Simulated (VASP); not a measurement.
Crystal: Ba2Os.

```
CELL_PARAMETERS angstrom
0.00000 4.15764 0.00000
4.15764 0.00000 0.00000
2.07882 2.07882 -7.39656
ATOMIC_POSITIONS crystal
Os 0.00000 0.00000 0.00000
Ba 0.37000 0.37000 0.26000
Ba 0.63000 0.63000 0.74000
```

| Item | Value |
| --- | --- |
| Program | VASP 6.6.1 |
| Task | relaxation of cell and atoms |
| Functional | PBEsol |
| Potentials or basis | VASP PAW PBE potentials, release 64 (Os_sv_GW, Ba_sv) |
| Cutoff | 560 eV |
| k mesh | 5 × 5 × 5 |
| Occupations | fermi-dirac, width 0.1 eV |
| Spin | no spin polarisation |

At the start: pressure -6.4 GPa; volume 42.62 Å³/atom.

Task: Where does the relaxation end?

Result: Over 20 steps the energy falls by 295.6 meV/atom and the volume is 33.51 Å³/atom (-21.4 %); space group I4/mmm (No. 139, to 0.1 Å) before and after.

Step by step:
```csv
step,energy change (eV),largest force (eV/Å),pressure (GPa),volume (Å³)
1,0.0000,1.1936,-6.40,127.86
2,-0.8546,0.1190,-0.49,98.87
3,-0.8560,0.1964,-0.08,97.96
4,-0.8727,0.0738,-0.03,97.34
5,-0.8802,0.0589,0.03,96.55
6,-0.8802,0.0654,0.03,96.51
7,-0.8809,0.0528,0.08,96.59
8,-0.8823,0.0158,0.23,96.84
9,-0.8830,0.0575,0.54,97.33
10,-0.8831,0.0561,0.54,97.39
11,-0.8835,0.0524,0.51,97.58
12,-0.8842,0.0449,0.45,97.97
13,-0.8853,0.0305,0.35,98.74
14,-0.8862,0.0027,0.16,100.28
15,-0.8862,0.0007,0.15,100.47
16,-0.8864,0.0050,0.11,100.51
17,-0.8866,0.0181,-0.02,100.63
18,-0.8866,0.0202,-0.04,100.65
19,-0.8867,0.0119,-0.01,100.60
20,-0.8867,0.0031,0.01,100.54
```

Final structure:
```
Os Ba
1.0
     0.00000    3.70305    0.00000
     3.70305    0.00000    0.00000
     1.85152    1.85152   -7.33209
Os Ba
1 2
Direct
  0.00000 0.00000 0.00000
  0.37769 0.37769 0.24463
  0.62231 0.62231 0.75537
```

Caveat: the volume moved by over 15 % at a fixed basis, so the end points are rough; the PAW data sets were made with another functional, which shifts forces and pressure a little.
